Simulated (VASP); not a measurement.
MgO (rocksalt type): single point with PBEsol

Crystal: MgO (rocksalt type).

```xyz
2
Lattice="0.0000 2.0641 2.0641 2.0641 0.0000 2.0641 2.0641 2.0641 0.0000" Properties=species:S:1:pos:R:3 pbc="T T T"
Mg    0.0000    0.0000    0.0000
O     2.0641    2.0641    2.0641
```

This cell differs from its parent crystal: volume scaled by 0.94.

```
Program             : VASP 6.6.1
Task                : single point
Functional          : PBEsol
Potentials or basis : VASP PAW PBE potentials, release 64 (Mg, O)
Cutoff              : 520 eV
k mesh              : 15 × 15 × 15
Occupations         : fermi-dirac, width 0.05 eV
Spin                : no spin polarisation
```

```
Pressure               : 10.7 GPa
Band gap on the k mesh : 5.24 eV, direct
```

Levels at points of the mesh, in eV from the valence-band top:
| k point | band 2 | band 3 | band 4 | band 5 | band 6 | band 7 |
| --- | --- | --- | --- | --- | --- | --- |
| (0.00, 0.00, 0.00) | 0.00 | 0.00 | 0.00 | 5.24 | 15.96 | 15.96 |

Wall time 30 s on 1 thread of Intel Xeon 8259CL, with other jobs on the host, peak memory 0.16 GiB.

Caveat: the PAW data sets were made with another functional, which shifts forces and pressure a little. A k mesh can miss the band edges.
